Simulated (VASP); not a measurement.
# AgCl in VASP: further runs

The runs below take AgCl through single point, with PBE.

Program: VASP 6.6.1. These are calculated values, not measurements. Logs are shortened: lines on timing, memory, paths and dates and some standing lists are left out, and cuts for length are marked.

## Step 1: The cell of the first run

The cell holds a wire or tube with vacuum around it, 2 atoms: a = 9.000 Å, b = 9.300 Å, c = 5.050 Å, α = 90.00°, β = 90.00°, γ = 90.00°.

## Step 2: Single point, PBE, collinear spin

The input, INCAR:

```
PREC = Accurate ; ENCUT = 520
EDIFF = 1E-7 ; ISMEAR = 0
SIGMA = 0.05 ; LREAL = F
LASPH = T ; NELM = 150
ALGO = Normal ; ISIF = 2
LWAVE = F ; LCHARG = T
ISPIN = 2 ; MAGMOM = 0.5 0.5
LORBIT = 11 ; LMAXMIX = 4
GGA = PE ; LELF = T
LVHAR = T ; NBANDS = 20
```

The input, KPOINTS:

```
Automatic mesh
0
Gamma
  1 1 13
```

The input, POSCAR:

```
AgCl
1.0
    9.0000000000      0.0000000000      0.0000000000
    0.0000000000      9.3000000000      0.0000000000
    0.0000000000      0.0000000000      5.0496155184
Ag Cl
1 1
Direct
    0.5000000000      0.5000000000      0.0000000000
    0.5000000000      0.5000000000      0.4650000000
```

Potentials or basis: VASP PAW PBE potentials, release 64 (Ag, Cl).

Run with:

```console
> cat potpaw_PBE.64/Ag/POTCAR potpaw_PBE.64/Cl/POTCAR > POTCAR
> mpirun -np 1 vasp_std > vasp.out
```

OUTCAR:

```text
PREC = Accurate
   ENCUT = 520
   EDIFF = 1E-7
   ISMEAR = 0
   LREAL = F
   LASPH = T
   NELM = 150
   ISIF = 2
   ISPIN = 2
   LORBIT = 11
   GGA = PE

 ion  position               nearest neighbor table
   1  0.500  0.500  0.000-   2 2.35   2 2.70
   2  0.500  0.500  0.465-   1 2.35   1 2.70

  LATTYP: Found a simple orthorhombic cell.
 ALAT       =     5.0496155184
 B/A-ratio  =     1.7823139142
 C/A-ratio  =     1.8417243780

  Lattice vectors:

 A1 = (   0.0000000000,   0.0000000000,   5.0496155184)
 A2 = (   9.0000000000,   0.0000000000,   0.0000000000)
 A3 = (   0.0000000000,   9.3000000000,   0.0000000000)

Analysis of symmetry for initial positions (statically):
=====================================================================
 Subroutine PRICEL returns:
 Original cell was already a primitive cell.

 Routine SETGRP: Setting up the symmetry group for a
 simple orthorhombic supercell.

 Subroutine GETGRP returns: Found  4 space group operations
 (whereof  4 operations were pure point group operations)
 out of a pool of  8 trial point group operations.

The static configuration has the point symmetry C_2v.

Analysis of symmetry for dynamics (positions and initial velocities):
=====================================================================
 Subroutine PRICEL returns:
 Original cell was already a primitive cell.

 Routine SETGRP: Setting up the symmetry group for a
 simple orthorhombic supercell.

 Subroutine GETGRP returns: Found  4 space group operations
 (whereof  4 operations were pure point group operations)
 out of a pool of  8 trial point group operations.

The dynamic configuration has the point symmetry C_2v.

Analysis of structural, dynamic, and magnetic symmetry:
=====================================================================
 Subroutine PRICEL returns:
 Original cell was already a primitive cell.

 Routine SETGRP: Setting up the symmetry group for a
 simple orthorhombic supercell.

 Subroutine GETGRP returns: Found  4 space group operations
 (whereof  4 operations were pure point group operations)
 out of a pool of  8 trial point group operations.

The overall configuration has the point symmetry C_2v.

 Subroutine INISYM returns: Found  4 space group operations
 (whereof  4 operations are pure point group operations),
 and found     1 'primitive' translations

----------------------------------------------------------------------------------------

                                     Primitive cell

  volume of cell :     422.6528

  direct lattice vectors                    reciprocal lattice vectors
     9.000000000  0.000000000  0.000000000     0.111111111  0.000000000  0.000000000
     0.000000000  9.300000000  0.000000000     0.000000000  0.107526882  0.000000000
     0.000000000  0.000000000  5.049615518     0.000000000  0.000000000  0.198034879

  length of vectors
     9.000000000  9.300000000  5.049615518     0.111111111  0.107526882  0.198034879

  position of ions in fractional coordinates (direct lattice)
     0.500000000  0.500000000  0.000000000
     0.500000000  0.500000000  0.465000000

  ion indices of the primitive-cell ions
   primitive index   ion index
                 1           1
                 2           2

----------------------------------------------------------------------------------------

 KPOINTS: Automatic mesh

Automatic generation of k-mesh.
 Grid dimensions read from file:
 generate k-points for:    1    1   13

 Generating k-lattice:

  Cartesian coordinates                     Fractional coordinates (reciprocal lattice)
     0.111111111  0.000000000  0.000000000     1.000000000  0.000000000  0.000000000
     0.000000000  0.107526882  0.000000000     0.000000000  1.000000000  0.000000000
     0.000000000  0.000000000  0.015233452     0.000000000  0.000000000  0.076923077

  Length of vectors
     0.111111111  0.107526882  0.015233452

  Shift w.r.t. Gamma in fractional coordinates (k-lattice)
     0.000000000  0.000000000  0.000000000

 Subroutine IBZKPT returns following result:
 ===========================================

 Found      7 irreducible k-points:

 Following reciprocal coordinates:
            Coordinates               Weight
  0.000000  0.000000  0.000000      1.000000
  0.000000  0.000000  0.076923      2.000000
  0.000000  0.000000  0.153846      2.000000
  0.000000  0.000000  0.230769      2.000000
  0.000000  0.000000  0.307692      2.000000
  0.000000  0.000000  0.384615      2.000000
  0.000000  0.000000  0.461538      2.000000
   k-points           NKPTS =      7   k-points in BZ     NKDIM =      7   number of bands    NBANDS=     20
   number of dos      NEDOS =    301   number of ions     NIONS =      2
   total plane-waves  NPLWV = 196000
   dimension x,y,z NGX =    70 NGY =   70 NGZ =   40
   dimension x,y,z NGXF=   140 NGYF=  140 NGZF=   80
   ions per type =               1   1
   NGX,Y,Z   is equivalent  to a cutoff of  12.93, 12.51, 13.17 a.u.
   NGXF,Y,Z  is equivalent  to a cutoff of  25.86, 25.03, 26.34 a.u.
 SYSTEM =  unknown system
   PREC   = accura    normal or accurate (medium, high low for compatibility)
   ISTART =      0    job   : 0-new  1-cont  2-samecut
   ICHARG =      2    charge: 1-file 2-atom 10-const
   ISPIN  =      2    spin polarized calculation?
   LNONCOLLINEAR =      F non collinear calculations
   LSORBIT =      F    spin-orbit coupling
   LASPH  =      T    aspherical Exc in radial PAW
   ENCUT  =  520.0 eV  38.22 Ry    6.18 a.u.  16.73 17.29  9.39*2*pi/ulx,y,z
   NELM   =    150;   NELMIN=  2; NELMDL= -5     # of ELM steps
   EDIFF  = 0.1E-06   stopping-criterion for ELM
   LREAL  =      F    real-space projection
   EDIFFG = 0.1E-05   stopping-criterion for IOM
   NSW    =      0    number of steps for IOM
   IBRION =     -1    ionic relax: 0-MD 1-quasi-New 2-CG
   NFREE  =      0    steps in history (QN), initial steepest desc. (CG)
   ISIF   =      2    stress and relaxation
   ISYM   =      2    0-nonsym 1-usesym 2-fastsym
   POTIM  = 0.5000    time-step for ionic-motion
   TEBEG  =    0.0;   TEEND  =   0.0 temperature during run
   PSTRESS=    0.0 pullay stress
   NELECT =      18.0000    total number of electrons
   NUPDOWN=      -1.0000    fix difference up-down
   EMIN   =  10.00;   EMAX   =-10.00  energy-range for DOS
   EFERMI =   0.00;   METHOD = LEGACY
   ISMEAR =     0;   SIGMA  =   0.05  broadening in eV -4-tet -1-fermi 0-gaus
   EFERMI_NEDOS =   21; number of points for ismear=-14 and -15
   IALGO  =     38    algorithm
   IMIX   =      4    mixing-type and parameters
     AMIX     =   0.40;   BMIX     =  1.00
     AMIX_MAG =   1.60;   BMIX_MAG =  1.00
  volume/ion in A,a.u.               =     211.33      1426.10
  Fermi-wavevector in a.u.,A,eV,Ry     =   0.571704  1.080364  4.446999  0.326845
  Thomas-Fermi vector in A             =   1.612276
   LORBIT       =     11    0 simple, 1 ext, 2 COOP (PROOUT), +10 PAW based schemes
   GGA     = PE    functional components
   LHFCALC =     F    Hartree Fock is set to
   AEXX    =    0.0000 exact exchange contribution
   IVDW    =     0    specifies the selected vdW correction
   LEPSILON=     F    determine dielectric tensor
   LRPA    =     F    only Hartree local field effects (RPA)
 spin polarized calculation
 Gauss-broadening in eV      SIGMA  =   0.05
  energy-cutoff  :      520.00
  volume of cell :      422.65
 maximum number of plane-waves:     11409
 NGX is ok and might be reduce to    70
   NGX = 33   NGY = 35   NGZ = 19

 number of electron      17.9999997 magnetization      -0.0000044

 number of electron      17.9999997 magnetization       0.0000020

 Free energy of the ion-electron system (eV)
  ---------------------------------------------------
  ext. energy  EPLUGINS =         0.00000000
  ---------------------------------------------------
  free energy    TOTEN  =        -4.78768411 eV

  energy without entropy =       -4.78768411  energy(sigma->0) =       -4.78768411

 E-fermi :  -5.4400     XC(G=0):  -1.9963

 val. band max:       -5.7297683232   @ k =   0.0000   0.0000   0.4615
 cond. band min:      -3.0340431994   @ k =   0.0000   0.0000   0.0000
 fundamental gap:      2.6957251237
 Fermi energy:        -5.4399623538

 spin component 1

 k-point     1 :       0.0000    0.0000    0.0000
  band No.  band energies     occupation
      1     -18.7585      1.00000
      2      -8.0768      1.00000
      3      -7.5884      1.00000
      4      -7.5884      1.00000
      5      -7.3402      1.00000
      6      -7.3401      1.00000
[... 12 lines left out ...]
     19       4.9046      0.00000
     20       5.0716      0.00000
[... 116 lines left out ...]
 k-point     7 :       0.0000    0.0000    0.4615
  band No.  band energies     occupation
      1     -18.6309      1.00000
      2      -9.7824      1.00000
      3      -8.0076      1.00000
      4      -8.0076      1.00000
      5      -7.3368      1.00000
      6      -7.3367      1.00000
[... 12 lines left out ...]
     19       3.5602      0.00000
     20       3.9210      0.00000
 Fermi energy:        -5.4399623538

 spin component 2

 k-point     1 :       0.0000    0.0000    0.0000
  band No.  band energies     occupation
      1     -18.7585      1.00000
      2      -8.0768      1.00000
      3      -7.5884      1.00000
      4      -7.5884      1.00000
      5      -7.3402      1.00000
      6      -7.3401      1.00000
[... 12 lines left out ...]
     19       4.9041      0.00000
     20       5.0715      0.00000
[... 116 lines left out ...]
 k-point     7 :       0.0000    0.0000    0.4615
  band No.  band energies     occupation
      1     -18.6309      1.00000
      2      -9.7824      1.00000
      3      -8.0076      1.00000
      4      -8.0076      1.00000
      5      -7.3368      1.00000
      6      -7.3367      1.00000
[... 12 lines left out ...]
     19       3.5591      0.00000
     20       3.9209      0.00000

------------------------ aborting loop because EDIFF is reached ----------------------------------------

  FORCE on cell =-STRESS in cart. coord.  units (eV):
  Direction    XX          YY          ZZ          XY          YZ          ZX
  --------------------------------------------------------------------------------------
  -------------------------------------------------------------------------------------
  Total       -0.0166195     -0.0179028     -2.8493034      0.0000000      0.0000000      0.0000000
  in kB       -0.0630007     -0.0678653    -10.8010384      0.0000000      0.0000000      0.0000000
  external PRESSURE =      -3.6439682 kB  Pullay stress =       0.0000000 kB

 VOLUME and BASIS-vectors are now :
 -----------------------------------------------------------------------------
  energy-cutoff  :      520.00
  volume of cell :      422.65
      direct lattice vectors                 reciprocal lattice vectors
     9.000000000  0.000000000  0.000000000     0.111111111  0.000000000  0.000000000
     0.000000000  9.300000000  0.000000000     0.000000000  0.107526882  0.000000000
     0.000000000  0.000000000  5.049615518     0.000000000  0.000000000  0.198034879

 POSITION                                       TOTAL-FORCE (eV/Angst)
 -----------------------------------------------------------------------------------
      4.50000      4.65000      0.00000         0.000000      0.000000     -0.898279
      4.50000      4.65000      2.34807         0.000000      0.000000      0.898279
 -----------------------------------------------------------------------------------
    total drift:                                0.000000      0.000000     -0.000107

  FREE ENERGIE OF THE ION-ELECTRON SYSTEM (eV)
  ---------------------------------------------------
  free  energy   TOTEN  =        -4.7876841123 eV

  energy  without entropy=       -4.7876841123  energy(sigma->0) =       -4.78768411

 total charge

# of ion       s       p       d       tot
------------------------------------------
    1        0.245   0.115   9.334   9.693
    2        1.585   3.502   0.000   5.086
--------------------------------------------------
tot          1.829   3.617   9.334  14.779

 magnetization (x)

# of ion       s       p       d       tot
------------------------------------------
    1        0.000   0.000   0.000   0.000
    2       -0.000   0.000   0.000   0.000
--------------------------------------------------
tot          0.000   0.000   0.000   0.000
```

It took 7.2 min on 1 thread of Intel Xeon Platinum 8259CL at 2.50GHz (Skylake/Cascade Lake), shared host; peak memory 0.61 GiB.

What came out:

```
Free energy                                           : -4.7877 eV
Largest force                                         : 0.898 eV/Å
Band gap on the k mesh                                : 2.70 eV (least direct gap 3.42 eV)
Net moment                                            : 0.00 μB per cell
Valence electrons inside the program's atomic spheres : Ag 9.69; Cl 5.09
```

Forces on the atoms (eV/Å):
```
Ag   0.000  0.000 -0.898
Cl   0.000  0.000  0.898
```

## Step 3: Single point, PBE, collinear spin

This run uses another cell than the first one.

The input, INCAR:

```
ALGO = Normal
EDIFF = 1E-7
ENCUT = 520
GGA = PE
ISIF = 2
ISMEAR = 0
ISPIN = 2
LASPH = True
LCHARG = True
LELF = True
LMAXMIX = 4
LORBIT = 11
LREAL = False
LVHAR = True
LWAVE = False
MAGMOM = 0.5 0.5
NBANDS = 20
NELM = 150
PREC = Accurate
SIGMA = 0.05
```

The input, KPOINTS:

```
k-points
0
Gamma
  1 1 14
```

The input, POSCAR:

```
AgCl
1.0
   10.1000000000      0.0000000000      0.0000000000
    0.0000000000      9.3000000000      0.0000000000
    0.0000000000      0.0000000000      4.5446539666
Ag Cl
1 1
Direct
    0.4437542826      0.5000000000      0.0000000000
    0.5562457174      0.5000000000      0.5000000000
```

Potentials or basis: VASP PAW PBE potentials, release 64 (Ag, Cl).

Run with:

```console
> cat potpaw_PBE.64/Ag/POTCAR potpaw_PBE.64/Cl/POTCAR > POTCAR
> mpirun -np 1 vasp_std > vasp.out
```

Run time: 6.1 min. Hardware: 1 thread of Intel Xeon Platinum 8259CL at 2.50GHz (Skylake/Cascade Lake), shared host; peak memory 0.68 GiB.

Results (log left out):

* Free energy: -4.7752 eV
* Largest force: 0.887 eV/Å
* Band gap on the k mesh: 2.83 eV
* Net moment: 0.00 μB per cell
* Valence electrons inside the program's atomic spheres: Ag 9.69; Cl 5.06

Forces in eV/Å, atoms in the order of the input:
```
Ag   0.887  0.000  0.000
Cl  -0.887  0.000  0.000
```

Levels at points of the mesh, in eV from the valence-band top:
Spin up:
```
           k point  band 7  band 8  band 9  band 10  band 11  band 12
(0.00, 0.00, 0.00)   -0.80   -0.39    0.00     2.83     5.80     5.90
(0.00, 0.00, 0.50)   -1.22   -1.08   -0.27     3.76     6.12     6.59
```
Spin down:
```csv
k point,band 7,band 8,band 9,band 10,band 11,band 12
"(0.00, 0.00, 0.00)",-0.80,-0.39,0.00,2.83,5.80,5.90
"(0.00, 0.00, 0.50)",-1.22,-1.08,-0.27,3.76,6.12,6.59
```

(Part 1 of 2 ends here.)
